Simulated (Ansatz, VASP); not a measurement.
## Two plane-wave programs on ZrC

The input POSCAR:

```
ZrC
1.0
    2.9354355070      0.0000000000      0.0000000000
    0.0000000000      2.9354355070      0.0000000000
    0.0000000000      0.0000000000      2.9354355070
Zr C
1 1
Direct
    0.0000000000      0.0000000000      0.0000000000
    0.5000000000      0.5000000000      0.5000000000
```

The input INCAR.step1:

```
SYSTEM = ZrC
ALGO = Normal ; EDIFF = 1E-5
ENCUT = 660 ; GGA = PE
GGA_COMPAT = .False. ; ISMEAR = 0
LASPH = .True. ; LCHARG = .False.
LREAL = .False. ; LWAVE = .True.
NBANDS = 15 ; NELM = 120
PREC = Accurate ; SIGMA = 0.05
```

File INCAR.step2:

```
SYSTEM = ZrC
ALGO = Normal ; EDIFF = 1E-6
ENCUT = 660 ; GGA_COMPAT = .False.
ISIF = 2 ; ISMEAR = 0
ISTART = 1 ; LASPH = .True.
LCHARG = .False. ; LMIXTAU = .True.
LREAL = .False. ; LWAVE = .False.
METAGGA = R2SCAN ; NBANDS = 15
NELM = 120 ; PREC = Accurate
SIGMA = 0.05
```

The input KPOINTS:

```
k-points
0
Gamma
  12 12 12
  0 0 0
```

Input for Ansatz:

```yaml
crystal:
  lattice:
    - [2.935435507, 0.0, 0.0]
    - [0.0, 2.935435507, 0.0]
    - [0.0, 0.0, 2.935435507]
  atoms:
    - { symbol: Zr, position: [0.0, 0.0, 0.0] }
    - { symbol: C, position: [0.5, 0.5, 0.5] }
basis:
  ecutwfc: 500
  ecutrho_ratio: 4
kpoints:
  mp_grid: { grid: [12, 12, 12] }
hamiltonian:
  xc: r2scan
scf:
  occupations: { method: gaussian, width: 0.05 }
output:
  forces: true
  stress: true
  eigenvalues: true
```

Alike in both runs: task single point; functional r2SCAN; k mesh 12 × 12 × 12; occupations gaussian, width 0.05 eV; no spin polarisation.

```csv
,VASP,Ansatz
version,VASP 6.6.1,Ansatz 0.2.0
potentials or method,"VASP PAW PBE potentials, release 64 (Zr_sv, C), cutoff 660 eV","scalar-relativistic, plane waves, PAW"
valence electrons in the cell,16,16
```

```csv
,VASP,Ansatz,Ansatz less VASP
pressure (GPa),-3.8,-3.8,-0.04
```

VASP's potentials were made for PBE, not for r2SCAN.
